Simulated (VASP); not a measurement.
# ZnInGaO4 (R3m) in VASP: single point with PBE

Aim: the single point of ZnInGaO4 with PBE.

Everything below comes from runs of VASP 6.6.1. Logs are shortened: lines on timing, memory, paths and dates and some standing lists are left out, and cuts for length are marked.

## Step 1: The cell of the first run

The structure is trigonal, space group R3m (No. 160). Conventional cell: a = 3.361 Å, b = 3.361 Å, c = 26.140 Å, α = 90.00°, β = 90.00°, γ = 120.00°. Zn (site symmetry 3m) has 5 O at 2.01 to 2.53 Å within 2.7 Å. Within 2.8 Å of In (site symmetry 3m) lie 6 O at 2.13 to 2.33 Å. Ga (site symmetry 3m) has 5 O at 1.94 to 2.00 Å within 2.6 Å. Within 2.7 Å of O (site symmetry 3m) lie 1 Zn at 2.01 Å and 3 In at 2.13 Å. Within 2.6 Å of O (site symmetry 3m) lie 1 Ga at 1.98 Å and 3 In at 2.33 Å. O (site symmetry 3m) has 3 Ga at 1.94 Å and 1 Zn at 2.53 Å within 2.6 Å. Within 2.8 Å of O (site symmetry 3m) lie 1 Ga at 2.00 Å and 3 Zn at 2.02 Å and 3 O at 2.76 Å.

## Step 2: Single point, PBE (atom 2 (In) moved -0.200 Å along Cartesian [0 0 1])

INCAR

```
PREC = Accurate
ENCUT = 520
EDIFF = 1E-7
ISMEAR = 0
SIGMA = 0.05
LREAL = False
LASPH = True
NELM = 80
ALGO = Normal
ISIF = 2
LWAVE = False
LCHARG = False
GGA = PE
NBANDS = 40
```

KPOINTS

```
regular mesh
0
Gamma
  12 12 12
```

POSCAR

```
ZnInGaO4
1.0
    1.6803268679      0.9701371695      8.7134054620
   -1.6803268679      0.9701371695      8.7134054620
    0.0000000000     -1.9402743390      8.7134054620
Zn In Ga O
1 1 1 4
Direct
    0.2183820000      0.2183820000      0.2183820000
   -0.0048830461     -0.0048830461     -0.0048830461
    0.7870340000      0.7870340000      0.7870340000
    0.2951430000      0.2951430000      0.2951430000
    0.7113580000      0.7113580000      0.7113580000
    0.1217170000      0.1217170000      0.1217170000
    0.8635990000      0.8635990000      0.8635990000
```

Potentials or basis: VASP PAW PBE potentials, release 64 (Zn, In_d, Ga_d, O).

Started as:

```console
$ cat potpaw_PBE.64/Zn/POTCAR potpaw_PBE.64/In_d/POTCAR potpaw_PBE.64/Ga_d/POTCAR potpaw_PBE.64/O/POTCAR > POTCAR
$ mpirun -np 1 vasp_std > vasp.out
```

OUTCAR:

```text
PREC = Accurate
   ENCUT = 520
   EDIFF = 1E-7
   ISMEAR = 0
   LREAL = False
   LASPH = True
   NELM = 80
   ISIF = 2
   GGA = PE

 ion  position               nearest neighbor table
   1  0.218  0.218  0.218-   4 2.01   7 2.02   7 2.02   7 2.02   2 3.47   2 3.47   2 3.47
   2  0.995  0.995  0.995-   4 2.13   4 2.13   4 2.13   5 2.33   5 2.33   5 2.33   1 3.47   1 3.47
                             1 3.47
   3  0.787  0.787  0.787-   6 1.94   6 1.94   6 1.94   5 1.98   7 2.00
   4  0.295  0.295  0.295-   1 2.01   2 2.13   2 2.13   2 2.13
   5  0.711  0.711  0.711-   3 1.98   2 2.33   2 2.33   2 2.33
   6  0.122  0.122  0.122-   3 1.94   3 1.94   3 1.94
   7  0.864  0.864  0.864-   3 2.00   1 2.02   1 2.02   1 2.02

  LATTYP: Found a trigonal (rhomboedric) cell.
 ALAT       =     8.9268191007
 COS(alpha) =     0.9291362598

  Lattice vectors:

 A1 = (   1.6803268679,   0.9701371695,   8.7134054620)
 A2 = (  -1.6803268679,   0.9701371695,   8.7134054620)
 A3 = (   0.0000000000,  -1.9402743390,   8.7134054620)

Analysis of symmetry for initial positions (statically):
=====================================================================
 Subroutine PRICEL returns:
 Original cell was already a primitive cell.

 Routine SETGRP: Setting up the symmetry group for a
 trigonal (rhombohedral) supercell.

 Subroutine GETGRP returns: Found  6 space group operations
 (whereof  6 operations were pure point group operations)
 out of a pool of 12 trial point group operations.

The static configuration has the point symmetry C_3v.

Analysis of symmetry for dynamics (positions and initial velocities):
=====================================================================
 Subroutine PRICEL returns:
 Original cell was already a primitive cell.

 Routine SETGRP: Setting up the symmetry group for a
 trigonal (rhombohedral) supercell.

 Subroutine GETGRP returns: Found  6 space group operations
 (whereof  6 operations were pure point group operations)
 out of a pool of 12 trial point group operations.

The dynamic configuration has the point symmetry C_3v.

 Subroutine INISYM returns: Found  6 space group operations
 (whereof  6 operations are pure point group operations),
 and found     1 'primitive' translations

----------------------------------------------------------------------------------------

                                     Primitive cell

  volume of cell :      85.2248

  direct lattice vectors                    reciprocal lattice vectors
     1.680326868  0.970137169  8.713405462     0.297561153  0.171797012  0.038255230
    -1.680326868  0.970137169  8.713405462    -0.297561153  0.171797012  0.038255230
     0.000000000 -1.940274339  8.713405462     0.000000000 -0.343594023  0.038255230

  length of vectors
     8.926819101  8.926819101  8.926819101     0.345717103  0.345717103  0.345717103

  position of ions in fractional coordinates (direct lattice)
     0.218382000  0.218382000  0.218382000
     0.995116954  0.995116954  0.995116954
     0.787034000  0.787034000  0.787034000
     0.295143000  0.295143000  0.295143000
     0.711358000  0.711358000  0.711358000
     0.121717000  0.121717000  0.121717000
     0.863599000  0.863599000  0.863599000

  ion indices of the primitive-cell ions
   primitive index   ion index
                 1           1
                 2           2
                 3           3
                 4           4
                 5           5
                 6           6
                 7           7

----------------------------------------------------------------------------------------

 KPOINTS: regular mesh

Automatic generation of k-mesh.
 Grid dimensions read from file:
 generate k-points for:   12   12   12

 Generating k-lattice:

  Cartesian coordinates                     Fractional coordinates (reciprocal lattice)
     0.024796763  0.014316418  0.003187936     0.083333333  0.000000000  0.000000000
    -0.024796763  0.014316418  0.003187936     0.000000000  0.083333333  0.000000000
     0.000000000 -0.028632835  0.003187936     0.000000000  0.000000000  0.083333333

  Length of vectors
     0.028809759  0.028809759  0.028809759

  Shift w.r.t. Gamma in fractional coordinates (k-lattice)
     0.000000000  0.000000000  0.000000000

 Subroutine IBZKPT returns following result:
 ===========================================

 Found    189 irreducible k-points:

 Following reciprocal coordinates:
            Coordinates               Weight
  0.000000  0.000000  0.000000      1.000000
  0.083333  0.000000  0.000000      6.000000
  0.166667  0.000000  0.000000      6.000000
  0.250000  0.000000 -0.000000      6.000000
  0.333333 -0.000000 -0.000000      6.000000
  0.416667 -0.000000 -0.000000      6.000000
[... 16 lines left out ...]
  0.500000  0.166667  0.000000     12.000000
 -0.416667  0.166667  0.000000     12.000000
 [... further k-points ...]
   k-points           NKPTS =    189   k-points in BZ     NKDIM =    189   number of bands    NBANDS=     40
   number of dos      NEDOS =    301   number of ions     NIONS =      7
   total plane-waves  NPLWV = 343000
   dimension x,y,z NGX =    70 NGY =   70 NGZ =   70
   dimension x,y,z NGXF=   140 NGYF=  140 NGZF=  140
   ions per type =               1   1   1   4
   NGX,Y,Z   is equivalent  to a cutoff of  13.04, 13.04, 13.04 a.u.
   NGXF,Y,Z  is equivalent  to a cutoff of  26.07, 26.07, 26.07 a.u.
 SYSTEM =  unknown system
   PREC   = accura    normal or accurate (medium, high low for compatibility)
   ISTART =      0    job   : 0-new  1-cont  2-samecut
   ICHARG =      2    charge: 1-file 2-atom 10-const
   ISPIN  =      1    spin polarized calculation?
   LNONCOLLINEAR =      F non collinear calculations
   LSORBIT =      F    spin-orbit coupling
   LASPH  =      T    aspherical Exc in radial PAW
   ENCUT  =  520.0 eV  38.22 Ry    6.18 a.u.  16.60 16.60 16.60*2*pi/ulx,y,z
   NELM   =     80;   NELMIN=  2; NELMDL= -5     # of ELM steps
   EDIFF  = 0.1E-06   stopping-criterion for ELM
   LREAL  =      F    real-space projection
   EDIFFG = 0.1E-05   stopping-criterion for IOM
   NSW    =      0    number of steps for IOM
   IBRION =     -1    ionic relax: 0-MD 1-quasi-New 2-CG
   NFREE  =      0    steps in history (QN), initial steepest desc. (CG)
   ISIF   =      2    stress and relaxation
   ISYM   =      2    0-nonsym 1-usesym 2-fastsym
   POTIM  = 0.5000    time-step for ionic-motion
   TEBEG  =    0.0;   TEEND  =   0.0 temperature during run
   PSTRESS=    0.0 pullay stress
   NELECT =      62.0000    total number of electrons
   NUPDOWN=      -1.0000    fix difference up-down
   EMIN   =  10.00;   EMAX   =-10.00  energy-range for DOS
   EFERMI =   0.00;   METHOD = LEGACY
   ISMEAR =     0;   SIGMA  =   0.05  broadening in eV -4-tet -1-fermi 0-gaus
   EFERMI_NEDOS =   21; number of points for ismear=-14 and -15
   IALGO  =     38    algorithm
   IMIX   =      4    mixing-type and parameters
     AMIX     =   0.40;   BMIX     =  1.00
     AMIX_MAG =   1.60;   BMIX_MAG =  1.00
  volume/ion in A,a.u.               =      12.17        82.16
  Fermi-wavevector in a.u.,A,eV,Ry     =   1.472369  2.782374 29.495673  2.167871
  Thomas-Fermi vector in A             =   2.587392
   LORBIT       =      0    0 simple, 1 ext, 2 COOP (PROOUT), +10 PAW based schemes
   GGA     = PE    functional components
   LHFCALC =     F    Hartree Fock is set to
   AEXX    =    0.0000 exact exchange contribution
   IVDW    =     0    specifies the selected vdW correction
   LEPSILON=     F    determine dielectric tensor
   LRPA    =     F    only Hartree local field effects (RPA)
 non-spin polarized calculation
 Gauss-broadening in eV      SIGMA  =   0.05
  energy-cutoff  :      520.00
  volume of cell :       85.22
 maximum number of plane-waves:      2312
 NGX is ok and might be reduce to    70
   NGX = 33   NGY = 33   NGZ = 33

 number of electron      62.0000003 magnetization

 Free energy of the ion-electron system (eV)
  ---------------------------------------------------
  ext. energy  EPLUGINS =         0.00000000
  ---------------------------------------------------
  free energy    TOTEN  =       -37.48394494 eV

  energy without entropy =      -37.48394494  energy(sigma->0) =      -37.48394494

 E-fermi :   3.6929     XC(G=0): -11.0147

 val. band max:        3.4519606918   @ k =  -0.1667   0.1667   0.0000
 cond. band min:       4.4519064004   @ k =   0.0000   0.0000   0.0000
 fundamental gap:      0.9999457085
 Fermi energy:         3.6928912229

 k-point     1 :       0.0000    0.0000    0.0000
  band No.  band energies     occupation
      1     -14.7854      2.00000
      2     -14.4773      2.00000
      3     -13.4774      2.00000
      4     -12.5746      2.00000
      5      -9.4872      2.00000
      6      -9.4872      2.00000
[... 32 lines left out ...]
     39      15.3910      0.00000
     40      15.3910      0.00000

 k-point     2 :       0.0833    0.0000    0.0000
  band No.  band energies     occupation
      1     -14.7514      2.00000
      2     -14.4494      2.00000
      3     -13.4617      2.00000
      4     -12.5885      2.00000
      5      -9.4758      2.00000
      6      -9.4732      2.00000
[... 32 lines left out ...]
     39      14.8818      0.00000
     40      15.5008      0.00000

 k-point     3 :       0.1667    0.0000    0.0000
  band No.  band energies     occupation
      1     -14.6640      2.00000
      2     -14.3679      2.00000
      3     -13.4218      2.00000
      4     -12.6166      2.00000
      5      -9.4394      2.00000
      6      -9.4345      2.00000
[... 853 lines left out ...]
  band No.  band energies     occupation
      1     -14.4338      2.00000
      2     -13.8936      2.00000
      3     -13.3355      2.00000
      4     -12.5823      2.00000
      5      -9.2960      2.00000
      6      -9.2044      2.00000
[... 32 lines left out ...]
     39      14.4208      0.00000
     40      14.5764      0.00000

 k-point    24 :      -0.4167    0.1667    0.0000
  band No.  band energies     occupation
      1     -14.4247      2.00000
      2     -13.8433      2.00000
      3     -13.3392      2.00000
      4     -12.5690      2.00000
      5      -9.2775      2.00000
      6      -9.1949      2.00000
[... 32 lines left out ...]
     39      14.3000      0.00000
     40      14.6718      0.00000

 [... further k-points ...]

------------------------ aborting loop because EDIFF is reached ----------------------------------------

  FORCE on cell =-STRESS in cart. coord.  units (eV):
  Direction    XX          YY          ZZ          XY          YZ          ZX
  --------------------------------------------------------------------------------------
  -------------------------------------------------------------------------------------
  Total        0.6818391      0.6818391     -0.2518713      0.0000000      0.0000000      0.0000000
  in kB       12.8181812     12.8181812     -4.7350344      0.0000000      0.0000000      0.0000000
  external PRESSURE =       6.9671093 kB  Pullay stress =       0.0000000 kB

 VOLUME and BASIS-vectors are now :
 -----------------------------------------------------------------------------
  energy-cutoff  :      520.00
  volume of cell :       85.22
      direct lattice vectors                 reciprocal lattice vectors
     1.680326868  0.970137169  8.713405462     0.297561153  0.171797012  0.038255230
    -1.680326868  0.970137169  8.713405462    -0.297561153  0.171797012  0.038255230
     0.000000000 -1.940274339  8.713405462     0.000000000 -0.343594023  0.038255230

 POSITION                                       TOTAL-FORCE (eV/Angst)
 -----------------------------------------------------------------------------------
      0.00000      0.00000      5.70855         0.000000     -0.000000     -0.674959
      0.00000      0.00000     26.01257         0.000000     -0.000000      3.178134
      0.00000      0.00000     20.57324         0.000000     -0.000000     -0.926631
      0.00000      0.00000      7.71510         0.000000     -0.000000     -1.265962
      0.00000      0.00000     18.59505         0.000000      0.000000     -1.238537
      0.00000      0.00000      3.18171         0.000000      0.000000      0.392860
      0.00000      0.00000     22.57466         0.000000     -0.000000      0.535095
 -----------------------------------------------------------------------------------
    total drift:                                0.000000      0.000000      0.002204

  FREE ENERGIE OF THE ION-ELECTRON SYSTEM (eV)
  ---------------------------------------------------
  free  energy   TOTEN  =       -37.4839449363 eV

  energy  without entropy=      -37.4839449363  energy(sigma->0) =      -37.48394494
```

Run time: 1.5 h. Hardware: 1 thread of Intel Xeon Platinum 8259CL at 2.50GHz (Skylake/Cascade Lake), shared host; peak memory 1.1 GiB.

Results:

- Free energy: -37.4839 eV
- Pressure: 0.7 GPa
- Largest force: 3.178 eV/Å
- Band gap on the k mesh: 1.00 eV (least direct gap 1.05 eV)

Forces in eV/Å, atoms in the order of the input:
```
Zn   0.000  0.000 -0.675
In   0.000  0.000  3.178
Ga   0.000  0.000 -0.927
O    0.000  0.000 -1.266
O    0.000  0.000 -1.239
O    0.000  0.000  0.393
O    0.000  0.000  0.535
```

Caveat: the cell differs from its parent crystal (atom 2 (In) moved -0.200 Å along Cartesian [0 0 1]); spin-orbit coupling is left out, which moves the levels of the heavy elements; forces of over 1 eV/Å act on the atoms, so gaps and moduli don't describe the material at rest. A k mesh can miss the band edges.
